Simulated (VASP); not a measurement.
Runs of VASP 6.6.1 on TiO2. The structure is that of space group P2_1/c (No. 14), or close to it. The cells are those of the table. 

```csv
level,potentials or basis,cell,k mesh,cutoff (eV),gap on the mesh (eV),pressure (GPa),largest force (eV/Å)
PBE,"VASP PAW PBE potentials, release 64 (Ti_sv, O)","a = 4.829, b = 4.891, c = 5.068 Å, angles 90.0, 100.0, 90.0°, 12 atoms",5 × 5 × 5,520,2.34,2.8,0.06
PBE,"VASP PAW PBE potentials, release 64 (Ti_sv, O)","a = 4.765, b = 4.823, c = 5.040 Å, angles 90.0, 99.8, 90.0°, 12 atoms",5 × 5 × 5,520,2.34,10.5,0.20
PBE,"VASP PAW PBE potentials, release 64 (Ti_sv, O)","a = 4.649, b = 4.863, c = 4.817 Å, angles 90.0, 98.9, 90.0°, 12 atoms",5 × 5 × 5,520,(b),21.0,(a)
PBEsol,"VASP PAW PBE potentials, release 64 (Ti_sv, O)","a = 4.781, b = 4.861, c = 5.002 Å, angles 90.0, 100.1, 90.0°, 12 atoms",5 × 5 × 5,520,2.27,0.8,0.05
LDA,"VASP PAW LDA potentials, release 64 (Ti_sv, O)","a = 4.813, b = 4.872, c = 5.041 Å, angles 90.0, 99.9, 90.0°, 12 atoms",6 × 6 × 6,600,2.19,-9.6,0.12
PBE,"VASP PAW PBE potentials, release 64 (Ti_sv, O)","a = 4.861, b = 4.921, c = 5.042 Å, angles 90.0, 100.0, 90.0°, 12 atoms",5 × 5 × 5,520,2.25,-0.1,(c)
```

Alike in all rows: task single point; no spin polarisation; smearing fermi-dirac 0.05 eV.

Question: Fill in the values left out.

Answer: (a) 0.04; (b) 2.29; (c) 0.17.

Caveats: the PAW data sets were made with another functional, which shifts forces and pressure a little (some runs).

A k mesh can miss the band edges.
